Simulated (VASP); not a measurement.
# AlGa3N4 (P-43m) in VASP: notebook

The runs below take AlGa3N4 through vibrations by perturbation theory, with PBEsol.

Everything below comes from runs of VASP 6.6.1. Logs are shortened: lines on timing, memory, paths and dates and some standing lists are left out, and cuts for length are marked.

### 1 The cell of the first run

The structure is cubic, space group P-43m (No. 215). Conventional cell: a = 4.468 Å, b = 4.468 Å, c = 4.468 Å, α = 90.00°, β = 90.00°, γ = 90.00°. Within 2.5 Å of Al (site symmetry -43m) lie 4 N at 1.90 Å. Within 2.6 Å of Ga (site symmetry -42m) lie 4 N at 1.95 Å. Within 2.5 Å of N (site symmetry 3m) lie 1 Al at 1.90 Å and 3 Ga at 1.95 Å.

### 2 Vibrations by perturbation theory, PBEsol

INCAR reads:

```
PREC     = Accurate       # precision mode
ENCUT    = 600            # plane-wave cutoff, eV
EDIFF    = 1E-8           # SCF threshold, eV
ISMEAR   = 0              # smearing method
SIGMA    = 0.01           # smearing width, eV
LREAL    = False          # projectors in reciprocal space
LASPH    = True           # aspherical terms in the spheres
NELM     = 120            # most SCF steps
ALGO     = Normal         # electronic algorithm
ISIF     = 2              # what is computed and relaxed
LWAVE    = False          # write WAVECAR
LCHARG   = False          # write CHGCAR
GGA      = PS             # functional
NBANDS   = 41             # bands
IBRION   = 8              # ionic algorithm
NSW      = 1              # ionic steps
LEPSILON = True           # dielectric tensor by DFPT
GGA_COMPAT= False
```

KPOINTS reads:

```
regular mesh
0
Gamma
  6 6 6
```

POSCAR reads:

```
AlGa3N4
1.0
    4.4676279050      0.0000000000      0.0000000000
    0.0000000000      4.4676279050      0.0000000000
    0.0000000000      0.0000000000      4.4676279050
Al Ga N
1 3 4
Direct
    0.0000000000      0.0000000000      0.0000000000
    0.5000000000      0.5000000000      0.0000000000
    0.5000000000      0.0000000000      0.5000000000
    0.0000000000      0.5000000000      0.5000000000
    0.7550309215      0.7550309215      0.2449690785
    0.7550309215      0.2449690785      0.7550309215
    0.2449690785      0.7550309215      0.7550309215
    0.2449690785      0.2449690785      0.2449690785
```

Potentials or basis: VASP PAW PBE potentials, release 64 (Al, Ga_d, N).

On the command line:

```
$ cat potpaw_PBE.64/Al/POTCAR potpaw_PBE.64/Ga_d/POTCAR potpaw_PBE.64/N/POTCAR > POTCAR
$ mpirun -np 1 vasp_std > vasp.out
```

OUTCAR:

```text
PREC = Accurate
   ENCUT = 600
   EDIFF = 1E-8
   ISMEAR = 0
   LREAL = False
   LASPH = True
   NELM = 120
   ISIF = 2
   GGA = PS
   IBRION = 8
   NSW = 1
   LEPSILON = True

 ion  position               nearest neighbor table
   1  0.000  0.000  0.000-   5 1.90   6 1.90   7 1.90   8 1.90
   2  0.500  0.500  0.000-   5 1.95   6 1.95   7 1.95   8 1.95
   3  0.500  0.000  0.500-   5 1.95   6 1.95   7 1.95   8 1.95
   4  0.000  0.500  0.500-   5 1.95   6 1.95   7 1.95   8 1.95
   5  0.755  0.755  0.245-   1 1.90   2 1.95   3 1.95   4 1.95
   6  0.755  0.245  0.755-   1 1.90   2 1.95   3 1.95   4 1.95
   7  0.245  0.755  0.755-   1 1.90   2 1.95   3 1.95   4 1.95
   8  0.245  0.245  0.245-   1 1.90   2 1.95   3 1.95   4 1.95

  LATTYP: Found a simple cubic cell.
 ALAT       =     4.4676279050

  Lattice vectors:

 A1 = (   4.4676279050,   0.0000000000,   0.0000000000)
 A2 = (   0.0000000000,   4.4676279050,   0.0000000000)
 A3 = (   0.0000000000,   0.0000000000,   4.4676279050)

Analysis of symmetry for initial positions (statically):
=====================================================================
 Subroutine PRICEL returns:
 Original cell was already a primitive cell.

 Routine SETGRP: Setting up the symmetry group for a
 simple cubic supercell.

 Subroutine GETGRP returns: Found 24 space group operations
 (whereof 24 operations were pure point group operations)
 out of a pool of 48 trial point group operations.

The static configuration has the point symmetry T_d .

Analysis of symmetry for dynamics (positions and initial velocities):
=====================================================================
 Subroutine PRICEL returns:
 Original cell was already a primitive cell.

[... 1199 lines left out ...]
 ------------------------------------
               1X          1Y          1Z          2X          2Y          2Z          3X          3Y          3Z          4X          4Y          4Z          5X          5Y          5Z          6X          6Y          6Z          7X          7Y          7Z          8X          8Y          8Z
  1X   -20.299805    0.000000    0.000000    4.306152    0.000000   -0.000000    4.306152    0.000000   -0.000000   -3.083605    0.000000   -0.000000    3.692776    2.465016   -2.465016    3.692776   -2.465016    2.465016    3.692776   -2.465016   -2.465016    3.692776    2.465016    2.465016
  1Y     0.000000  -20.299805    0.000000    0.000000    4.306152    0.000000    0.000000   -3.083605    0.000000    0.000000    4.306152    0.000000    2.465016    3.692776   -2.465016   -2.465016    3.692776   -2.465016   -2.465016    3.692776    2.465016    2.465016    3.692776    2.465016
  1Z    -0.000000   -0.000000  -20.299805    0.000000    0.000000   -3.083605    0.000000    0.000000    4.306152    0.000000    0.000000    4.306152   -2.465016   -2.465016    3.692776    2.465016   -2.465016    3.692776   -2.465016    2.465016    3.692776    2.465016    2.465016    3.692776
  2X     4.291922    0.000000    0.000000  -18.062940    0.000000    0.000000   -3.293050    0.000000    0.000000    4.559324    0.000000    0.000000    3.126186    2.423348    2.172026    3.126186   -2.423348   -2.172026    3.126186   -2.423348    2.172026    3.126186    2.423348   -2.172026
  2Y     0.000000    4.291922    0.000000    0.000000  -18.062940    0.000000    0.000000    4.559324    0.000000    0.000000   -3.293050    0.000000    2.423348    3.126186    2.172026   -2.423348    3.126186    2.172026   -2.423348    3.126186   -2.172026    2.423348    3.126186   -2.172026
  2Z     0.000000    0.000000   -3.081378    0.000000    0.000000  -17.285153    0.000000    0.000000    4.548727    0.000000    0.000000    4.548727    2.178740    2.178740    2.817270   -2.178740    2.178740    2.817270    2.178740   -2.178740    2.817270   -2.178740   -2.178740    2.817270
  3X     4.291922    0.000000    0.000000   -3.293050    0.000000    0.000000  -18.062940    0.000000    0.000000    4.559324    0.000000    0.000000    3.126186   -2.172026   -2.423348    3.126186    2.172026    2.423348    3.126186    2.172026   -2.423348    3.126186   -2.172026    2.423348
  3Y     0.000000   -3.081378   -0.000000    0.000000    4.548727   -0.000000    0.000000  -17.285153   -0.000000    0.000000    4.548727   -0.000000   -2.178740    2.817270    2.178740    2.178740    2.817270    2.178740    2.178740    2.817270   -2.178740   -2.178740    2.817270   -2.178740
  3Z     0.000000    0.000000    4.291922    0.000000    0.000000    4.559324    0.000000    0.000000  -18.062940    0.000000    0.000000   -3.293050   -2.423348    2.172026    3.126186    2.423348    2.172026    3.126186   -2.423348   -2.172026    3.126186    2.423348   -2.172026    3.126186
  4X    -3.081378   -0.000000    0.000000    4.548727   -0.000000    0.000000    4.548727   -0.000000    0.000000  -17.285153   -0.000000    0.000000    2.817270   -2.178740    2.178740    2.817270    2.178740   -2.178740    2.817270    2.178740    2.178740    2.817270   -2.178740   -2.178740
  4Y     0.000000    4.291922    0.000000    0.000000   -3.293050    0.000000    0.000000    4.559324    0.000000    0.000000  -18.062940    0.000000   -2.172026    3.126186   -2.423348    2.172026    3.126186   -2.423348    2.172026    3.126186    2.423348   -2.172026    3.126186    2.423348
  4Z     0.000000    0.000000    4.291922    0.000000    0.000000    4.559324    0.000000    0.000000   -3.293050    0.000000    0.000000  -18.062940    2.172026   -2.423348    3.126186   -2.172026   -2.423348    3.126186    2.172026    2.423348    3.126186   -2.172026    2.423348    3.126186
  5X     3.698133    2.466186   -2.466186    3.123025    2.423679    2.183183    3.123025   -2.183183   -2.423679    2.816476   -2.173373    2.173373  -17.879937   -0.570459    0.570459   -0.301678   -0.036966    0.036966    2.710478    0.036276   -0.037841    2.710478    0.037841   -0.036276
  5Y     2.466186    3.698133   -2.466186    2.423679    3.123025    2.183183   -2.173373    2.816476    2.173373   -2.183183    3.123025   -2.423679   -0.570459  -17.879937    0.570459    0.036276    2.710478   -0.037841   -0.036966   -0.301678    0.036966    0.037841    2.710478   -0.036276
  5Z    -2.466186   -2.466186    3.698133    2.173373    2.173373    2.816476   -2.423679    2.183183    3.123025    2.183183   -2.423679    3.123025    0.570459    0.570459  -17.879937   -0.036276   -0.037841    2.710478   -0.037841   -0.036276    2.710478    0.036966    0.036966   -0.301678
  6X     3.698133   -2.466186    2.466186    3.123025   -2.423679   -2.183183    3.123025    2.183183    2.423679    2.816476    2.173373   -2.173373   -0.301678    0.036966   -0.036966  -17.879937    0.570459   -0.570459    2.710478   -0.037841    0.036276    2.710478   -0.036276    0.037841
  6Y    -2.466186    3.698133   -2.466186   -2.423679    3.123025    2.183183    2.173373    2.816476    2.173373    2.183183    3.123025   -2.423679   -0.036276    2.710478   -0.037841    0.570459  -17.879937    0.570459   -0.037841    2.710478   -0.036276    0.036966   -0.301678    0.036966
  6Z     2.466186   -2.466186    3.698133   -2.173373    2.173373    2.816476    2.423679    2.183183    3.123025   -2.183183   -2.423679    3.123025    0.036276   -0.037841    2.710478   -0.570459    0.570459  -17.879937   -0.036966    0.036966   -0.301678    0.037841   -0.036276    2.710478
  7X     3.698133   -2.466186   -2.466186    3.123025   -2.423679    2.183183    3.123025    2.183183   -2.423679    2.816476    2.173373    2.173373    2.710478   -0.036276   -0.037841    2.710478   -0.037841   -0.036276  -17.879937    0.570459    0.570459   -0.301678    0.036966    0.036966
  7Y    -2.466186    3.698133    2.466186   -2.423679    3.123025   -2.183183    2.173373    2.816476   -2.173373    2.183183    3.123025    2.423679    0.036966   -0.301678   -0.036966   -0.037841    2.710478    0.036276    0.570459  -17.879937   -0.570459   -0.036276    2.710478    0.037841
  7Z    -2.466186    2.466186    3.698133    2.173373   -2.173373    2.816476   -2.423679   -2.183183    3.123025    2.183183    2.423679    3.123025   -0.037841    0.036276    2.710478    0.036966   -0.036966   -0.301678    0.570459   -0.570459  -17.879937   -0.036276    0.037841    2.710478
  8X     3.698133    2.466186    2.466186    3.123025    2.423679   -2.183183    3.123025   -2.183183    2.423679    2.816476   -2.173373   -2.173373    2.710478    0.037841    0.036276    2.710478    0.036276    0.037841   -0.301678   -0.036966   -0.036966  -17.879937   -0.570459   -0.570459
  8Y     2.466186    3.698133    2.466186    2.423679    3.123025   -2.183183   -2.173373    2.816476   -2.173373   -2.183183    3.123025    2.423679    0.037841    2.710478    0.036276   -0.036966   -0.301678   -0.036966    0.036276    2.710478    0.037841   -0.570459  -17.879937   -0.570459
  8Z     2.466186    2.466186    3.698133   -2.173373   -2.173373    2.816476    2.423679   -2.183183    3.123025   -2.183183    2.423679    3.123025   -0.036966   -0.036966   -0.301678    0.037841    0.036276    2.710478    0.036276    0.037841    2.710478   -0.570459   -0.570459  -17.879937

 Eigenvectors and eigenvalues of the dynamical matrix
 ----------------------------------------------------

   1 f  =   20.752930 THz   130.394505 2PiTHz  692.243231 cm-1    85.827183 meV
             X         Y         Z           dx          dy          dz
      0.000000  0.000000  0.000000     0.000000    0.000000    0.000000
      2.233814  2.233814  0.000000    -0.000000   -0.000000    0.000000
      2.233814  0.000000  2.233814     0.000000    0.000000    0.000000
      0.000000  2.233814  2.233814     0.000000    0.000000    0.000000
      3.373197  3.373197  1.094431    -0.288675   -0.288675    0.288675
      3.373197  1.094431  3.373197    -0.288675    0.288675   -0.288675
      1.094431  3.373197  3.373197     0.288675   -0.288675   -0.288675
      1.094431  1.094431  1.094431     0.288675    0.288675    0.288675
[... 243 lines left out ...]
  24 f/i=    0.002320 THz     0.014578 2PiTHz    0.077390 cm-1     0.009595 meV
             X         Y         Z           dx          dy          dz
      0.000000  0.000000  0.000000    -0.001969   -0.011725   -0.303628
      2.233814  2.233814  0.000000    -0.003166   -0.018847   -0.488300
      2.233814  0.000000  2.233814    -0.003166   -0.018856   -0.488074
      0.000000  2.233814  2.233814    -0.003167   -0.018847   -0.488074
      3.373197  3.373197  1.094431    -0.001398   -0.008426   -0.218751
      3.373197  1.094431  3.373197    -0.001440   -0.008425   -0.218751
      1.094431  3.373197  3.373197    -0.001396   -0.008469   -0.218753
      1.094431  1.094431  1.094431    -0.001441   -0.008469   -0.218753

--------------------------------------------------------------------------------------------------------

 MACROSCOPIC STATIC DIELECTRIC TENSOR IONIC CONTRIBUTION
 ------------------------------------------------------
           4.363226    -0.000000     0.000000
          -0.000000     4.363226     0.000000
           0.000000     0.000000     4.363226
 ------------------------------------------------------

 ELASTIC MODULI CONTR FROM IONIC RELAXATION (kBar)
 Direction    XX          YY          ZZ          XY          YZ          ZX
 --------------------------------------------------------------------------------
 XX          -2.2904      1.1408      1.1408      0.0000      0.0000     -0.0000
 YY           1.1408     -2.2904      1.1408     -0.0000     -0.0000     -0.0000
 ZZ           1.1408      1.1408     -2.2904      0.0000      0.0000      0.0000
 XY           0.0000     -0.0000     -0.0000   -406.4963     -0.0000     -0.0000
 YZ          -0.0000     -0.0000      0.0000     -0.0000   -406.4963      0.0000
 ZX           0.0000     -0.0000      0.0000     -0.0000      0.0000   -406.4963
 --------------------------------------------------------------------------------

 PIEZOELECTRIC TENSOR IONIC CONTR  for field in x, y, z        (C/m^2)
          XX          YY          ZZ          XY          YZ          ZX
  --------------------------------------------------------------------------------
  x    -0.00000     0.00000    -0.00000     0.00000     1.24593    -0.00000
  y     0.00000     0.00000    -0.00000     0.00000    -0.00000     1.24593
  z    -0.00000     0.00000     0.00000     1.24593     0.00000     0.00000
```

It took 32 min on 1 thread of Intel Xeon 6975P-C (Granite Rapids), shared host; peak memory 0.84 GiB.

What came out:

```yaml
Electronic_dielectric_tensor_diagonal: 5.53
Born_charges_mean_of_the_diagonal: Al +2.54; Ga +2.63; N -2.60 e
Highest_phonon_frequency_at_Γ_LO-TO_splitting_left_out: 692 cm⁻¹
```

Phonon frequencies in cm⁻¹ (negative: imaginary):
```csv
q point,frequencies
"(0.000, 0.000, 0.000)",0 0 0 189 189 189 233 233 233 410 410 410 556 556 556 592 592 592 653 653 653 669 669 692
```

Electronic dielectric tensor:
```
5.53 0.00 0.00
0.00 5.53 0.00
0.00 0.00 5.53
```

Born effective charge tensors (e):
atom 1, Al
```
2.54 0.00 0.00
0.00 2.54 0.00
0.00 0.00 2.54
```
atom 2, Ga
```
2.60 0.00 0.00
0.00 2.60 0.00
0.00 0.00 2.68
```
atom 3, Ga
```
2.60 0.00 0.00
0.00 2.68 0.00
0.00 0.00 2.60
```
atom 4, Ga
```
2.68 0.00 0.00
0.00 2.60 0.00
0.00 0.00 2.60
```
atom 5, N
```
-2.60  0.05 -0.05
 0.05 -2.60 -0.05
-0.05 -0.05 -2.60
```
atom 6, N
```
-2.60 -0.05  0.05
-0.05 -2.60 -0.05
 0.05 -0.05 -2.60
```
atom 7, N
```
-2.60 -0.05 -0.05
-0.05 -2.60  0.05
-0.05  0.05 -2.60
```
atom 8, N
```
-2.60  0.05  0.05
 0.05 -2.60  0.05
 0.05  0.05 -2.60
```

[end of part 1 of 2]
